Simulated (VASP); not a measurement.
Crystal: GaGe3.

```
Ge Ga
1.0
     0.00000    3.34139    3.34139
     3.34139    0.00000    3.34139
     3.34139    3.34139    0.00000
Ge Ga
3 1
Direct
  0.50000 0.50000 0.50000
  0.75000 0.75000 0.75000
  0.25000 0.25000 0.25000
  0.00000 0.00000 0.00000
```

Program: VASP 6.6.1. Alike in all runs: task single point; no spin polarisation; cell as given; k mesh 7 × 7 × 7; cutoff (eV) 520; smearing fermi-dirac 0.05 eV.

Order these runs on this cell by their pressure, lowest first.
A. level LDA; potentials or basis VASP PAW LDA potentials, release 64 (Ge_d, Ga_d)
B. level r2SCAN; potentials or basis VASP PAW PBE potentials, release 64 (Ge_d, Ga_d)
C. level PBE; potentials or basis VASP PAW PBE potentials, release 64 (Ge_d, Ga_d)

A (-3.1 GPa), B (0.0 GPa), C (2.3 GPa).

Caveats: the PAW data sets were made with another functional, which shifts forces and pressure a little (some runs).
